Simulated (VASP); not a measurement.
# Cu (P-1) in VASP: single point with PBEsol

Aim: the single point of Cu with PBEsol.

Program: VASP 6.6.1. These are calculated values, not measurements. Logs are shortened: lines on timing, memory, paths and dates and some standing lists are left out, and cuts for length are marked.

**1. The cell of the first run**

The typed cell holds 2 atoms: a = 2.455 Å, b = 2.455 Å, c = 3.969 Å, α = 87.19°, β = 87.19°, γ = 72.13°.

**2. Single point, PBEsol**

File INCAR:

```
PREC = Accurate
ENCUT = 520
EDIFF = 1E-6
ISMEAR = 0
SIGMA = 0.15
LREAL = F
LASPH = T
NELM = 100
ALGO = Fast
ISIF = 2
LWAVE = F
LCHARG = F
GGA = PS
NBANDS = 18
```

File KPOINTS:

```
Automatic mesh
0
Gamma
  14 14 8
```

File POSCAR:

```
Cu
1.0
    1.4450917219     -1.4450917219     -1.3600072129
    1.4450917219      1.4450917219     -1.3600072129
    2.8901834438      0.0000000000      2.7200144258
Cu
2
Direct
    0.0829164405     -0.0740258947     -0.0843997815
    0.4170835595      0.5740258947      0.5843997815
```

Potentials or basis: VASP PAW PBE potentials, release 64 (Cu).

The run is started by

```bash
$ cat potpaw_PBE.64/Cu/POTCAR > POTCAR
$ mpirun -np 1 vasp_std > vasp.out
```

OUTCAR:

```text
PREC = Accurate
   ENCUT = 520
   EDIFF = 1E-6
   ISMEAR = 0
   LREAL = F
   LASPH = T
   NELM = 100
   ISIF = 2
   GGA = PS

 ion  position               nearest neighbor table
   1  0.083  0.926  0.916-   2 1.65   2 2.31   2 2.33   2 2.52
   2  0.417  0.574  0.584-   1 1.65   1 2.31   1 2.33   1 2.52

  LATTYP: Found a base centered monoclinic cell.
 ALAT       =     3.9688334326
 B/A-ratio  =     0.7282198895
 C/A-ratio  =     1.0000000000
 COS(beta)  =    -0.0606084150

  Lattice vectors:

 A1 = (  -1.4450917219,   1.4450917219,   1.3600072129)
 A2 = (  -1.4450917219,  -1.4450917219,   1.3600072129)
 A3 = (   2.8901834438,   0.0000000000,   2.7200144258)

Analysis of symmetry for initial positions (statically):
=====================================================================
 Subroutine PRICEL returns:
 Original cell was already a primitive cell.

 Routine SETGRP: Setting up the symmetry group for a
 base centered monoclinic supercell.

 Subroutine GETGRP returns: Found  2 space group operations
 (whereof  1 operations were pure point group operations)
 out of a pool of  4 trial point group operations.

The static configuration has the point symmetry C_1 .
 The point group associated with its full space group is S_2 .

Analysis of symmetry for dynamics (positions and initial velocities):
=====================================================================
 Subroutine PRICEL returns:
 Original cell was already a primitive cell.

 Routine SETGRP: Setting up the symmetry group for a
 base centered monoclinic supercell.

 Subroutine GETGRP returns: Found  2 space group operations
 (whereof  1 operations were pure point group operations)
 out of a pool of  4 trial point group operations.

The dynamic configuration has the point symmetry C_1 .
 The point group associated with its full space group is S_2 .

 Subroutine INISYM returns: Found  2 space group operations
 (whereof  1 operations are pure point group operations),
 and found     1 'primitive' translations

----------------------------------------------------------------------------------------

                                     Primitive cell

  volume of cell :      22.7207

  direct lattice vectors                    reciprocal lattice vectors
     1.445091722 -1.445091722 -1.360007213     0.172999399 -0.345998799 -0.183822554
     1.445091722  1.445091722 -1.360007213     0.172999399  0.345998799 -0.183822554
     2.890183444  0.000000000  2.720014426     0.172999399  0.000000000  0.183822554

[... 82 lines left out ...]
   NELM   =    100;   NELMIN=  2; NELMDL= -5     # of ELM steps
   EDIFF  = 0.1E-05   stopping-criterion for ELM
   LREAL  =      F    real-space projection
   EDIFFG = 0.1E-04   stopping-criterion for IOM
   NSW    =      0    number of steps for IOM
   IBRION =     -1    ionic relax: 0-MD 1-quasi-New 2-CG
   NFREE  =      0    steps in history (QN), initial steepest desc. (CG)
   ISIF   =      2    stress and relaxation
   ISYM   =      2    0-nonsym 1-usesym 2-fastsym
   POTIM  = 0.5000    time-step for ionic-motion
   TEBEG  =    0.0;   TEEND  =   0.0 temperature during run
   PSTRESS=    0.0 pullay stress
   NELECT =      22.0000    total number of electrons
   NUPDOWN=      -1.0000    fix difference up-down
   EMIN   =  10.00;   EMAX   =-10.00  energy-range for DOS
   EFERMI =   0.00;   METHOD = LEGACY
   ISMEAR =     0;   SIGMA  =   0.15  broadening in eV -4-tet -1-fermi 0-gaus
   EFERMI_NEDOS =   21; number of points for ismear=-14 and -15
   IALGO  =     68    algorithm
   IMIX   =      4    mixing-type and parameters
     AMIX     =   0.40;   BMIX     =  1.00
     AMIX_MAG =   1.60;   BMIX_MAG =  1.00
  volume/ion in A,a.u.               =      11.36        76.66
  Fermi-wavevector in a.u.,A,eV,Ry     =   1.619602  3.060605 35.689600  2.623112
  Thomas-Fermi vector in A             =   2.713677
   LORBIT       =      0    0 simple, 1 ext, 2 COOP (PROOUT), +10 PAW based schemes
   GGA     = PS    functional components
   LHFCALC =     F    Hartree Fock is set to
   AEXX    =    0.0000 exact exchange contribution
   IVDW    =     0    specifies the selected vdW correction
   LEPSILON=     F    determine dielectric tensor
   LRPA    =     F    only Hartree local field effects (RPA)
 non-spin polarized calculation
 RMM-DIIS sequential band-by-band and
 Gauss-broadening in eV      SIGMA  =   0.15
  energy-cutoff  :      520.00
  volume of cell :       22.72
 maximum number of plane-waves:       630
   NGX =  9   NGY =  9   NGZ = 15

 number of electron      22.0000012 magnetization

 Free energy of the ion-electron system (eV)
  ---------------------------------------------------
  ext. energy  EPLUGINS =         0.00000000
  ---------------------------------------------------
  free energy    TOTEN  =        -3.51375216 eV

  energy without entropy =       -3.50884100  energy(sigma->0) =       -3.51129658

 E-fermi :   8.1411     XC(G=0): -12.8689

 val. band max:        8.1255213798   @ k =   0.5000   0.2857  -0.1250
 cond. band min:       8.1440291473   @ k =   0.4286   0.4286   0.3750
 fundamental gap:      0.0185077675
 Fermi energy:         8.1411184148

 k-point     1 :       0.0000    0.0000    0.0000
  band No.  band energies     occupation
      1      -1.8952      2.00000
      2       1.3436      2.00000
      3       2.3011      2.00000
      4       2.3388      2.00000
      5       3.9354      2.00000
      6       4.4324      2.00000
[... 481 lines left out ...]
      5       3.4318      2.00000
      6       4.7798      2.00000
[... 10 lines left out ...]
     17      25.2685      0.00000
     18      29.4418      0.00000

 [... further k-points ...]

------------------------ aborting loop because EDIFF is reached ----------------------------------------

  FORCE on cell =-STRESS in cart. coord.  units (eV):
  Direction    XX          YY          ZZ          XY          YZ          ZX
  --------------------------------------------------------------------------------------
  -------------------------------------------------------------------------------------
  Total       12.4290852     13.2415989     11.1668568     10.8172181      9.2517414      8.5783964
  in kB      876.4511622    933.7464974    787.4436833    762.7885094    652.3971298    604.9154344
  external PRESSURE =     865.8804476 kB  Pullay stress =       0.0000000 kB

 VOLUME and BASIS-vectors are now :
 -----------------------------------------------------------------------------
  energy-cutoff  :      520.00
  volume of cell :       22.72
      direct lattice vectors                 reciprocal lattice vectors
     1.445091722 -1.445091722 -1.360007213     0.172999399 -0.345998799 -0.183822554
     1.445091722  1.445091722 -1.360007213     0.172999399  0.345998799 -0.183822554
     2.890183444  0.000000000  2.720014426     0.172999399  0.000000000  0.183822554

 POSITION                                       TOTAL-FORCE (eV/Angst)
 -----------------------------------------------------------------------------------
      4.10419      1.21830      1.11835        12.457194     10.983309     11.976023
      3.12127      0.22680      0.24166       -12.457194    -10.983309    -11.976023
 -----------------------------------------------------------------------------------
    total drift:                                0.000000      0.000000      0.000000

  FREE ENERGIE OF THE ION-ELECTRON SYSTEM (eV)
  ---------------------------------------------------
  free  energy   TOTEN  =        -3.5137521628 eV

  energy  without entropy=       -3.5088409980  energy(sigma->0) =       -3.51129658
```

stdout:

```text
POSCAR found type information on POSCAR Cu
 POSCAR found :  1 types and       2 ions
 scaLAPACK will be used
 -----------------------------------------------------------------------------
|                                                                             |
|                                                                             |
|     You enforced a specific xc type in the INCAR file but a different       |
|     I HOPE YOU KNOW WHAT YOU ARE DOING!                                     |
|                                                                             |
 -----------------------------------------------------------------------------

 LDA part: xc-table for (Slater+PW92), standard interpolation
 POSCAR, INCAR and KPOINTS ok, starting setup
 FFT: planning ... GRIDC
 FFT: planning ... GRID_SOFT
 FFT: planning ... GRID
 WAVECAR not read
 entering main loop
```

Run time: 1.9 min. Hardware: 1 thread of Intel Xeon 6975P-C (Granite Rapids), shared host; peak memory 0.35 GiB.

Results:

```yaml
Free_energy: -3.5138 eV
Pressure: 86.6 GPa
Largest_force: 20.475 eV/Å
Band_gap_on_the_k_mesh: zero (bands 11 and 12 overlap by 4.56 eV)
```

Forces on the atoms (eV/Å):
```
Cu   12.457  10.983  11.976
Cu  -12.457 -10.983 -11.976
```

Levels at points of the mesh, in eV from the Fermi level:
| k point | band 7 | band 8 | band 9 | band 10 | band 11 | band 12 | band 13 | band 14 | band 15 | band 16 |
| --- | --- | --- | --- | --- | --- | --- | --- | --- | --- | --- |
| (0.00, 0.00, 0.00) | -2.96 | -2.41 | -2.25 | -1.85 | -1.28 | 1.33 | 3.21 | 17.54 | 18.84 | 20.06 |
| (0.50, 0.00, 0.00) | -3.05 | -2.18 | -1.89 | -1.71 | -1.03 | 0.98 | 6.98 | 7.71 | 10.41 | 12.85 |
| (0.00, 0.50, 0.00) | -3.13 | -2.25 | -2.21 | -1.79 | -1.13 | 0.89 | 5.87 | 8.72 | 11.70 | 11.81 |
| (0.50, 0.50, 0.00) | -2.29 | -1.94 | -1.54 | -1.42 | -0.66 | 4.71 | 8.59 | 9.00 | 11.72 | 11.81 |
| (0.00, 0.00, 0.50) | -3.50 | -2.86 | -2.21 | -1.84 | -1.37 | -1.22 | 11.40 | 16.84 | 18.33 | 19.93 |
| (0.50, 0.00, 0.50) | -2.38 | -2.24 | -1.89 | -1.44 | -1.11 | 1.01 | 3.53 | 4.14 | 17.97 | 18.48 |
| (0.00, 0.50, 0.50) | -2.71 | -2.20 | -1.89 | -1.82 | -0.74 | 0.48 | 3.09 | 4.81 | 16.87 | 19.02 |
| (0.50, 0.50, 0.50) | -2.42 | -1.65 | -1.52 | -1.51 | 1.41 | 5.48 | 5.51 | 7.12 | 9.50 | 11.63 |

Caveat: atoms lie so close that the PAW spheres overlap strongly, which falsifies energies and pressures; the cell stands under pressure; the PAW data sets were made with another functional, which shifts forces and pressure a little.
